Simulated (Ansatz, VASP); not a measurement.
**NbTe8Mo3: VASP beside Ansatz**

```
Nb Te Mo
1.0
     7.10382    0.00000    0.00000
    -3.55191    6.15209    0.00000
     0.00000    0.00000    7.70999
Nb Te Mo
1 8 3
Cartesian
  0.0000 0.0000 0.0000
  0.0000 4.1014 5.8870
  1.7980 1.0381 5.8478
  3.5519 4.0759 5.8478
  5.3058 1.0381 5.8478
  -1.7539 5.1140 1.8622
  0.0000 2.0762 1.8622
  1.7539 5.1140 1.8622
  3.5519 2.0507 1.8230
  -1.7760 3.0760 0.0000
  1.7760 3.0760 0.0000
  3.5519 0.0000 0.0000
```

Alike in both runs: task single point; functional PBE; k mesh 3 × 3 × 2; occupations gaussian, width 0.1 eV; collinear spin.

|  | VASP | Ansatz |
| --- | --- | --- |
| version | VASP 6.6.1 | Ansatz 0.2.0 |
| potentials or method | VASP PAW PBE potentials, release 64 (Nb_sv, Te, Mo_sv), cutoff 500 eV | scalar-relativistic, plane waves, PAW |
| valence electrons in the cell | 103 | 183 |

Ansatz gave:

```
gap on the k mesh at the Fermi level (eV)                     : none
pressure (GPa)                                                : 0.1
traceless stress, the component that is largest in VASP (GPa) : 0.11
rms of the force components (eV/Å)                            : 0.008
net moment per atom (μB)                                      : 0.00
```

Estimate VASP's values.

gap on the k mesh at the Fermi level (eV): none; pressure (GPa): 0.1; traceless stress, the component that is largest in VASP (GPa): 0.15; rms of the force components (eV/Å): 0.012; net moment per atom (μB): 0.00.

Atom by atom the forces differ by 0.004 eV/Å (rms over components). A gap of «none» marks a metal or a gap that the smearing closes. VASP's potentials hold 103 valence electrons a cell and Ansatz's 183, so a difference there can come from the potentials and not from the codes. Ansatz's warnings: seeded moment not kept.

The k mesh is coarse, so the values compare programs but aren't converged. Neither program's run includes spin-orbit coupling.
